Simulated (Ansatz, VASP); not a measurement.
# Sn: VASP beside Ansatz

```
Sn
1.0
     1.75418    1.01278    8.01696
    -1.75418    1.01278    8.01696
     0.00000   -2.02555    8.01696
Sn
3
Direct
  0.00000 0.00000 0.00000
  0.23312 0.23312 0.23312
  0.76688 0.76688 0.76688
```

Alike in both runs: functional r2SCAN; k mesh 6 × 6 × 6; occupations gaussian, width 0.1 eV; no spin polarisation.

Ansatz relaxed the structure, and its values are those at the end. VASP's run is a single point on that final structure, the one shown.

|  | VASP | Ansatz |
| --- | --- | --- |
| version | VASP 6.6.1 | Ansatz 0.2.0 |
| potentials or method | VASP PAW PBE potentials, release 64 (Sn_d), cutoff 520 eV | scalar-relativistic, plane waves, PAW |
| valence electrons in the cell | 42 | 42 |

```csv
,VASP,Ansatz,Ansatz less VASP
gap on the k mesh at the Fermi level (eV),none,none,-
pressure (GPa),0.1,0.1,0.00
rms of the force components (eV/Å),0.011,0.015,+0.0038
```

VASP's potentials were made for PBE, not for r2SCAN. A gap of «none» marks a metal or a gap that the smearing closes.
